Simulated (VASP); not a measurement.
# HoO3 (Pm-3m) in VASP: relaxation of cell and atoms with PBE

Aim: the relaxation of cell and atoms of HoO3 with PBE.

Everything below comes from runs of VASP 6.6.1. Logs are shortened: lines on timing, memory, paths and dates and some standing lists are left out, and cuts for length are marked.

**1. The cell of the first run**

It takes space group Pm-3m (No. 221, cubic). Conventional cell: a = 4.402 Å, b = 4.402 Å, c = 4.402 Å, α = 90.00°, β = 90.00°, γ = 90.00°. Ho (site symmetry m-3m) has 6 O at 2.20 Å within 2.9 Å. Within 2.9 Å of O (site symmetry 4/mmm) lie 2 Ho at 2.20 Å.

The cell was built from a structure type or drawn by symmetry, and may not be a known phase.

**2. Relaxation of cell and atoms, PBE**

The input, INCAR:

```
ALGO = Normal ; EDIFF = 1E-7
EDIFFG = -0.01 ; ENCUT = 600
GGA = PE ; GGA_COMPAT = F
IBRION = 2 ; ISIF = 3
ISMEAR = 0 ; LASPH = T
LCHARG = F ; LMAXMIX = 6
LREAL = F ; LWAVE = F
NELM = 200 ; NELMIN = 4
NSW = 100 ; PREC = Accurate
SIGMA = 0.1
```

The input, KPOINTS:

```
k-points
0
Gamma
  10 10 10
```

The input, POSCAR:

```
HoO3
1.0
    4.4015042984      0.0000000000      0.0000000000
    0.0000000000      4.4015042984      0.0000000000
    0.0000000000      0.0000000000      4.4015042984
Ho O
1 3
Direct
    0.5000000000      0.5000000000      0.5000000000
    0.5000000000      0.5000000000      0.0000000000
    0.0000000000      0.5000000000      0.5000000000
    0.5000000000      0.0000000000      0.5000000000
```

Potentials or basis: VASP PAW PBE potentials, release 64 (Ho_3, O), 4f in core.

On the command line:

```bash
$ cat potpaw_PBE.64/Ho_3/POTCAR potpaw_PBE.64/O/POTCAR > POTCAR
$ mpirun -np 1 vasp_std > vasp.out
```

OUTCAR:

```text
EDIFF = 1E-7
   EDIFFG = -0.01
   ENCUT = 600
   GGA = PE
   IBRION = 2
   ISIF = 3
   ISMEAR = 0
   LASPH = T
   LREAL = F
   NELM = 200
   NELMIN = 4
   NSW = 100
   PREC = Accurate

 ion  position               nearest neighbor table
   1  0.500  0.500  0.500-   2 2.20   3 2.20   4 2.20   2 2.20   4 2.20   3 2.20
   2  0.500  0.500  0.000-   1 2.20   1 2.20
   3  0.000  0.500  0.500-   1 2.20   1 2.20
   4  0.500  0.000  0.500-   1 2.20   1 2.20

  LATTYP: Found a simple cubic cell.
 ALAT       =     4.4015042984

  Lattice vectors:

 A1 = (   4.4015042984,   0.0000000000,   0.0000000000)
 A2 = (   0.0000000000,   4.4015042984,   0.0000000000)
 A3 = (   0.0000000000,   0.0000000000,   4.4015042984)

Analysis of symmetry for initial positions (statically):
=====================================================================
 Subroutine PRICEL returns:
 Original cell was already a primitive cell.

 Routine SETGRP: Setting up the symmetry group for a
 simple cubic supercell.

 Subroutine GETGRP returns: Found 48 space group operations
 (whereof 48 operations were pure point group operations)
 out of a pool of 48 trial point group operations.

The static configuration has the point symmetry O_h .

Analysis of symmetry for dynamics (positions and initial velocities):
=====================================================================
 Subroutine PRICEL returns:
 Original cell was already a primitive cell.

 Routine SETGRP: Setting up the symmetry group for a
 simple cubic supercell.

 Subroutine GETGRP returns: Found 48 space group operations
 (whereof 48 operations were pure point group operations)
 out of a pool of 48 trial point group operations.

The dynamic configuration has the point symmetry O_h .

 Subroutine INISYM returns: Found 48 space group operations
 (whereof 48 operations are pure point group operations),
 and found     1 'primitive' translations

----------------------------------------------------------------------------------------

                                     Primitive cell

  volume of cell :      85.2714

  direct lattice vectors                    reciprocal lattice vectors
     4.401504298  0.000000000  0.000000000     0.227195052  0.000000000  0.000000000
     0.000000000  4.401504298  0.000000000     0.000000000  0.227195052  0.000000000
     0.000000000  0.000000000  4.401504298     0.000000000  0.000000000  0.227195052

  length of vectors
     4.401504298  4.401504298  4.401504298     0.227195052  0.227195052  0.227195052

  position of ions in fractional coordinates (direct lattice)
     0.500000000  0.500000000  0.500000000
     0.500000000  0.500000000  0.000000000
     0.000000000  0.500000000  0.500000000
     0.500000000  0.000000000  0.500000000

  ion indices of the primitive-cell ions
   primitive index   ion index
                 1           1
                 2           2
                 3           3
                 4           4

----------------------------------------------------------------------------------------

 KPOINTS: k-points

Automatic generation of k-mesh.
 Grid dimensions read from file:
 generate k-points for:   10   10   10

 Generating k-lattice:

  Cartesian coordinates                     Fractional coordinates (reciprocal lattice)
     0.022719505  0.000000000  0.000000000     0.100000000  0.000000000  0.000000000
     0.000000000  0.022719505  0.000000000     0.000000000  0.100000000  0.000000000
     0.000000000  0.000000000  0.022719505     0.000000000  0.000000000  0.100000000

  Length of vectors
     0.022719505  0.022719505  0.022719505

  Shift w.r.t. Gamma in fractional coordinates (k-lattice)
     0.000000000  0.000000000  0.000000000

 Subroutine IBZKPT returns following result:
 ===========================================

 Found     56 irreducible k-points:

 Following reciprocal coordinates:
            Coordinates               Weight
  0.000000  0.000000  0.000000      1.000000
  0.100000  0.000000  0.000000      6.000000
  0.200000  0.000000  0.000000      6.000000
  0.300000  0.000000  0.000000      6.000000
  0.400000  0.000000  0.000000      6.000000
  0.500000  0.000000  0.000000      3.000000
[... 16 lines left out ...]
  0.200000  0.100000  0.100000     24.000000
  0.300000  0.100000  0.100000     24.000000
 [... further k-points ...]
   k-points           NKPTS =     56   k-points in BZ     NKDIM =     56   number of bands    NBANDS=     17
   number of dos      NEDOS =    301   number of ions     NIONS =      4
   total plane-waves  NPLWV =  46656
   dimension x,y,z NGX =    36 NGY =   36 NGZ =   36
   dimension x,y,z NGXF=    72 NGYF=   72 NGZF=   72
   ions per type =               1   3
   NGX,Y,Z   is equivalent  to a cutoff of  13.60, 13.60, 13.60 a.u.
   NGXF,Y,Z  is equivalent  to a cutoff of  27.19, 27.19, 27.19 a.u.
 SYSTEM =  unknown system
   PREC   = accura    normal or accurate (medium, high low for compatibility)
   ISTART =      0    job   : 0-new  1-cont  2-samecut
   ICHARG =      2    charge: 1-file 2-atom 10-const
   ISPIN  =      1    spin polarized calculation?
   LNONCOLLINEAR =      F non collinear calculations
   LSORBIT =      F    spin-orbit coupling
   LASPH  =      T    aspherical Exc in radial PAW
   ENCUT  =  600.0 eV  44.10 Ry    6.64 a.u.   8.79  8.79  8.79*2*pi/ulx,y,z
   NELM   =    200;   NELMIN=  4; NELMDL= -5     # of ELM steps
   EDIFF  = 0.1E-06   stopping-criterion for ELM
   LREAL  =      F    real-space projection
   EDIFFG = -.1E-01   stopping-criterion for IOM
   NSW    =    100    number of steps for IOM
   IBRION =      2    ionic relax: 0-MD 1-quasi-New 2-CG
   NFREE  =      1    steps in history (QN), initial steepest desc. (CG)
   ISIF   =      3    stress and relaxation
   ISYM   =      2    0-nonsym 1-usesym 2-fastsym
   POTIM  = 0.5000    time-step for ionic-motion
   TEBEG  =    0.0;   TEEND  =   0.0 temperature during run
   PSTRESS=    0.0 pullay stress
   NELECT =      27.0000    total number of electrons
   NUPDOWN=      -1.0000    fix difference up-down
   EMIN   =  10.00;   EMAX   =-10.00  energy-range for DOS
   EFERMI =   0.00;   METHOD = LEGACY
   ISMEAR =     0;   SIGMA  =   0.10  broadening in eV -4-tet -1-fermi 0-gaus
   EFERMI_NEDOS =   21; number of points for ismear=-14 and -15
   IALGO  =     38    algorithm
   IMIX   =      4    mixing-type and parameters
     AMIX     =   0.40;   BMIX     =  1.00
     AMIX_MAG =   1.60;   BMIX_MAG =  1.00
  volume/ion in A,a.u.               =      21.32       143.86
  Fermi-wavevector in a.u.,A,eV,Ry     =   1.115822  2.108598 16.940055  1.245059
  Thomas-Fermi vector in A             =   2.252430
   LORBIT       =      0    0 simple, 1 ext, 2 COOP (PROOUT), +10 PAW based schemes
   GGA     = PE    functional components
   LHFCALC =     F    Hartree Fock is set to
   AEXX    =    0.0000 exact exchange contribution
   IVDW    =     0    specifies the selected vdW correction
   LEPSILON=     F    determine dielectric tensor
   LRPA    =     F    only Hartree local field effects (RPA)
 conjugate gradient relaxation of ions
 non-spin polarized calculation
 Gauss-broadening in eV      SIGMA  =   0.10
  energy-cutoff  :      600.00
  volume of cell :       85.27
 maximum number of plane-waves:      2897
 NGX is ok and might be reduce to    36
   NGX = 17   NGY = 17   NGZ = 17

--------------------------------------- Ionic step        1  -------------------------------------------

 number of electron      26.9999977 magnetization

 Free energy of the ion-electron system (eV)
  ---------------------------------------------------
  ext. energy  EPLUGINS =         0.00000000
  ---------------------------------------------------
  free energy    TOTEN  =       -23.45070093 eV

  energy without entropy =      -23.38820372  energy(sigma->0) =      -23.41945232

------------------------ aborting loop because EDIFF is reached ----------------------------------------

  FORCE on cell =-STRESS in cart. coord.  units (eV):
  Direction    XX          YY          ZZ          XY          YZ          ZX
  --------------------------------------------------------------------------------------
  -------------------------------------------------------------------------------------
  Total        0.5293644      0.5293644      0.5293644      0.0000000      0.0000000      0.0000000
  in kB        9.9463088      9.9463088      9.9463088      0.0000000      0.0000000      0.0000000
  external PRESSURE =       9.9463088 kB  Pullay stress =       0.0000000 kB

 VOLUME and BASIS-vectors are now :
 -----------------------------------------------------------------------------
  energy-cutoff  :      600.00
  volume of cell :       85.27
      direct lattice vectors                 reciprocal lattice vectors
     4.401504298  0.000000000  0.000000000     0.227195052  0.000000000  0.000000000
     0.000000000  4.401504298  0.000000000     0.000000000  0.227195052  0.000000000
     0.000000000  0.000000000  4.401504298     0.000000000  0.000000000  0.227195052
[... 39 lines left out ...]
 POSITION                                       TOTAL-FORCE (eV/Angst)
 -----------------------------------------------------------------------------------
      2.21480      2.21480      2.21480        -0.000000     -0.000000      0.000000
      2.21480      2.21480      0.00000        -0.000000     -0.000000      0.000000
     -0.00000      2.21480      2.21480         0.000000      0.000000      0.000000
      2.21480      0.00000      2.21480        -0.000000      0.000000      0.000000
 -----------------------------------------------------------------------------------
    total drift:                                0.000000      0.000000      0.000000

  FREE ENERGIE OF THE ION-ELECTRON SYSTEM (eV)
  ---------------------------------------------------
  free  energy   TOTEN  =       -23.4553470626 eV

  energy  without entropy=      -23.3910968122  energy(sigma->0) =      -23.42322194

--------------------------------------- Ionic step        3  -------------------------------------------

 number of electron      26.9999980 magnetization

 Free energy of the ion-electron system (eV)
  ---------------------------------------------------
  ext. energy  EPLUGINS =         0.00000000
  ---------------------------------------------------
  free energy    TOTEN  =       -23.45538177 eV

  energy without entropy =      -23.39126756  energy(sigma->0) =      -23.42332466

 E-fermi :  -3.3335     XC(G=0):  -7.5989

 val. band max:       -3.3357674760   @ k =   0.4000   0.3000   0.0000
 cond. band min:      -3.3286744233   @ k =   0.3000   0.3000   0.2000
 fundamental gap:      0.0070930526
 Fermi energy:        -3.3334632903

 k-point     1 :       0.0000    0.0000    0.0000
  band No.  band energies     occupation
      1     -23.3424      2.00000
      2     -23.3424      2.00000
      3     -23.3424      2.00000
      4     -19.0392      2.00000
      5     -18.7694      2.00000
      6     -18.7694      2.00000
[... 9 lines left out ...]
     16       3.3644      0.00000
     17       3.9281      0.00000
[... 441 lines left out ...]
 k-point    24 :       0.3000    0.1000    0.1000
  band No.  band energies     occupation
      1     -23.6723      2.00000
      2     -23.3919      2.00000
      3     -23.3904      2.00000
      4     -18.8318      2.00000
      5     -18.6624      2.00000
      6     -18.0978      2.00000
[... 9 lines left out ...]
     16       4.2111      0.00000
     17       4.5408      0.00000

 [... further k-points ...]

------------------------ aborting loop because EDIFF is reached ----------------------------------------

  FORCE on cell =-STRESS in cart. coord.  units (eV):
  Direction    XX          YY          ZZ          XY          YZ          ZX
  --------------------------------------------------------------------------------------
  -------------------------------------------------------------------------------------
  Total       -0.0020394     -0.0020394     -0.0020394     -0.0000000     -0.0000000     -0.0000000
  in kB       -0.0376546     -0.0376546     -0.0376546     -0.0000000     -0.0000000     -0.0000000
  external PRESSURE =      -0.0376546 kB  Pullay stress =       0.0000000 kB

 VOLUME and BASIS-vectors are now :
 -----------------------------------------------------------------------------
  energy-cutoff  :      600.00
  volume of cell :       86.78
      direct lattice vectors                 reciprocal lattice vectors
     4.427248776  0.000000000  0.000000000     0.225873912 -0.000000000  0.000000000
     0.000000000  4.427248776  0.000000000     0.000000000  0.225873912 -0.000000000
    -0.000000000  0.000000000  4.427248776    -0.000000000 -0.000000000  0.225873912

 POSITION                                       TOTAL-FORCE (eV/Angst)
 -----------------------------------------------------------------------------------
      2.21362      2.21362      2.21362        -0.000000     -0.000000      0.000000
      2.21362      2.21362      0.00000        -0.000000     -0.000000      0.000000
     -0.00000      2.21362      2.21362         0.000000      0.000000      0.000000
      2.21362      0.00000      2.21362        -0.000000      0.000000      0.000000
 -----------------------------------------------------------------------------------
    total drift:                                0.000000      0.000000      0.000000

  FREE ENERGIE OF THE ION-ELECTRON SYSTEM (eV)
  ---------------------------------------------------
  free  energy   TOTEN  =       -23.4553817672 eV

  energy  without entropy=      -23.3912675607  energy(sigma->0) =      -23.42332466

 reached required accuracy - stopping structural energy minimisation
```

Wall time 76 s (1 thread of Intel Xeon 6975P-C (Granite Rapids), shared host); peak memory 0.26 GiB.

Results:

```yaml
Free_energy: -23.4554 eV
Relaxed_volume: 21.69 Å³/atom
Relaxed_cell: a = 4.427 Å, b = 4.427 Å, c = 4.427 Å, α = 90.00°, β = 90.00°, γ = 90.00°
Space_group_after_relaxing_to_0.1_Å: Pm-3m (No. 221)
Energy_gained_by_relaxing: 1.2 meV/atom
Ionic_steps: 3
Pressure_after_relaxing: 0.0 GPa
Band_gap_on_the_k_mesh: zero (an odd number of electrons rules out a gap without spin polarisation)
```

Step by step:
| step | energy change (eV) | largest force (eV/Å) | pressure (GPa) | volume (Å³) |
| --- | --- | --- | --- | --- |
| 1 | 0.0000 | 0.0000 | 0.99 | 85.27 |
| 2 | -0.0046 | 0.0000 | -0.09 | 86.92 |
| 3 | -0.0047 | 0.0000 | 0.00 | 86.78 |

Final structure:
```
CELL_PARAMETERS angstrom
4.42725 0.00000 0.00000
0.00000 4.42725 0.00000
0.00000 0.00000 4.42725
ATOMIC_POSITIONS crystal
Ho 0.50000 0.50000 0.50000
O 0.50000 0.50000 0.00000
O 0.00000 0.50000 0.50000
O 0.50000 0.00000 0.50000
```

Caveat: spin-orbit coupling is left out, which moves the levels of the heavy elements; the 4f electrons are frozen in the core, so they carry no moment and show no levels; an odd number of electrons without spin polarisation forces a metal; a magnetic or distorted state may lie lower; the run has no spin polarisation, though such a crystal can be magnetic.
